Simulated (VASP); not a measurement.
Be3Al2, 5 atoms in the cell. The typed cell holds 5 atoms: a = 4.699 Å, b = 4.699 Å, c = 3.939 Å, α = 90.06°, β = 90.06°, γ = 116.03°. The cell was generated, and may not be a known phase.

* Program: VASP 6.6.1
* Task: single point
* Functional: PBE
* Potentials or basis: VASP PAW PBE potentials, release 64 (Be, Al)
* Cutoff: 520 eV
* k mesh: 4 × 4 × 6
* Occupations: gaussian, width 0.1 eV
* Spin: no spin polarisation
* Dipole correction: no
* Further INCAR settings: ALGO = Fast; EDIFF = 1e-06; NBANDS = 14

Potentials or basis: VASP PAW PBE potentials, release 64 (Be, Al).

Run with:

```bash
$ cat potpaw_PBE.64/Be/POTCAR potpaw_PBE.64/Al/POTCAR > POTCAR
$ mpirun -np 1 vasp_std > vasp.out
```

Hardware: 1 thread of Oxide Virtual Turin-like Processor, on a shared host.

Task: How long does it take, and how much memory?

Result: Wall time 35 s on 1 thread of Oxide Virtual Turin-like Processor (shared host), peak memory 0.16 GiB. Counts: scf iterations 13, k points 34.
